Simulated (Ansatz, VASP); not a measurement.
**AlN: VASP beside Ansatz**

```
CELL_PARAMETERS angstrom
3.18216 0.00000 0.00000
-1.59108 2.75583 0.00000
0.00000 0.00000 5.10074
ATOMIC_POSITIONS crystal
Al 0.33333 0.66667 0.00173
Al 0.66667 0.33333 0.50173
N 0.33333 0.66667 0.38327
N 0.66667 0.33333 0.88327
```

Change from the starting cell: mode 4 frozen in at +0.000 Å, equal normal strain along x, y and z +0.0167.

Alike in both runs: task single point; functional PBE; k mesh 9 × 9 × 6; occupations gaussian, width 0.05 eV; no spin polarisation.

|  | VASP | Ansatz |
| --- | --- | --- |
| version | VASP 6.6.1 | Ansatz 0.2.0 |
| potentials or method | VASP PAW PBE potentials, release 64 (Al, N), cutoff 520 eV | scalar-relativistic, plane waves, PAW |
| valence electrons in the cell | 16 | 16 |

Ansatz gave:

- gap on the k mesh at the Fermi level (eV): 3.61
- least direct gap on the mesh (eV): 3.61
- pressure (GPa): -8.7
- traceless stress, the component that is largest in VASP (GPa): 0.42
- rms of the force components (eV/Å): 0.009

Problem. Which values does VASP return?

Solution. gap on the k mesh at the Fermi level (eV): 3.62; least direct gap on the mesh (eV): 3.62; pressure (GPa): -8.9; traceless stress, the component that is largest in VASP (GPa): 0.44; rms of the force components (eV/Å): 0.009.

Atom by atom the forces differ by 0.000 eV/Å (rms over components).
